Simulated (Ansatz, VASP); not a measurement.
## Two plane-wave programs on Be3S2

```
Be S
1.0
     2.30012    0.00000    0.00000
     0.00000    2.30012    0.00000
     0.00000    0.00000    6.90035
Be S
3 2
Direct
  0.00000 0.00000 0.66667
  0.00000 0.00000 0.00000
  0.00000 0.00000 0.33333
  0.50000 0.50000 0.83333
  0.50000 0.50000 0.16667
```

Change from the starting cell: ordered vacancies on the anion sites of caesium chloride (P4/mmm, No. 123).

Alike in both runs: task relaxation of cell and atoms; functional PBE; k mesh 8 × 8 × 4; occupations gaussian, width 0.1 eV; no spin polarisation.

|  | VASP | Ansatz |
| --- | --- | --- |
| version | VASP 6.6.1 | Ansatz 0.2.0 |
| potentials or method | VASP PAW PBE potentials, release 64 (Be, S), cutoff 600 eV | scalar-relativistic, plane waves, PAW |
| valence electrons in the cell | 18 | 18 |

|  | VASP | Ansatz | Ansatz less VASP |
| --- | --- | --- | --- |
| gap on the k mesh at the Fermi level, each at its own relaxed structure (eV) | none | none | - |
| relaxed volume (Å³/atom) | 12.56 | 12.50 | -0.059 |
| relaxed cell length with the largest relative difference (Å) | 3.050 | 3.044 | -0.0061 |

A gap of «none» marks a metal or a gap that the smearing closes.

Noted on VASP's run: the volume moved by over 15 % at a fixed basis, so the end points are rough.
